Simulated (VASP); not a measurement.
Crystal: GaH5Pd.

```
Ga Pd H
1.0
     2.93805    0.00000    0.00000
     0.00000    2.93805    0.00000
     0.00000    0.00000    6.45717
Ga Pd H
1 1 5
Direct
  0.50000 0.50000 0.00000
  0.00000 0.00000 0.50000
  0.00000 0.50000 0.34197
  0.00000 0.50000 0.65803
  0.50000 0.00000 0.34197
  0.50000 0.00000 0.65803
  0.00000 0.00000 0.00000
```

* Program: VASP 6.6.1
* Task: relaxation of cell and atoms
* Functional: r2SCAN
* Dispersion: rVV10
* Potentials or basis: VASP PAW PBE potentials, release 64 (Ga_d, Pd, H)
* Cutoff: 600 eV
* k mesh: 8 × 8 × 4
* Occupations: fermi-dirac, width 0.03 eV
* Spin: no spin polarisation

At the start: pressure 1.8 GPa; volume 7.96 Å³/atom.

**Question.** Where does the relaxation end?

**Answer.** Over 11 steps the energy falls by 3.3 meV/atom and the volume is 8.20 Å³/atom (+3.0 %); space group P4/mmm (No. 123, to 0.05 Å).

The path:
```tsv
step	energy change (eV)	largest force (eV/Å)	pressure (GPa)	volume (Å³)
1	0.0000	0.0414	1.84	55.74
2	-0.0112	0.0941	0.48	56.48
3	-0.0142	0.1538	-1.25	57.48
4	-0.0148	0.1371	-0.71	57.17
5	-0.0202	0.0838	-0.39	57.14
6	-0.0219	0.0316	-0.10	57.12
7	-0.0223	0.0173	0.16	57.06
8	-0.0224	0.0093	0.30	57.03
9	-0.0228	0.0125	0.14	57.20
10	-0.0229	0.0165	-0.05	57.40
11	-0.0230	0.0054	-0.01	57.43
```

Final structure:
```yaml
crystal:
  lattice:
    - [2.98949, 0.00000, 0.00000]
    - [0.00000, 2.98949, 0.00000]
    - [0.00000, 0.00000, 6.42588]
  atoms:
    - { symbol: Ga, position: [0.50000, 0.50000, 0.00000] }
    - { symbol: Pd, position: [0.00000, 0.00000, 0.50000] }
    - { symbol: H, position: [0.00000, 0.50000, 0.34669] }
    - { symbol: H, position: [0.00000, 0.50000, 0.65331] }
    - { symbol: H, position: [0.50000, 0.00000, 0.34669] }
    - { symbol: H, position: [0.50000, 0.00000, 0.65331] }
    - { symbol: H, position: [0.00000, 0.00000, 0.00000] }
```

Caveat: the PAW data sets were made with another functional, which shifts forces and pressure a little.
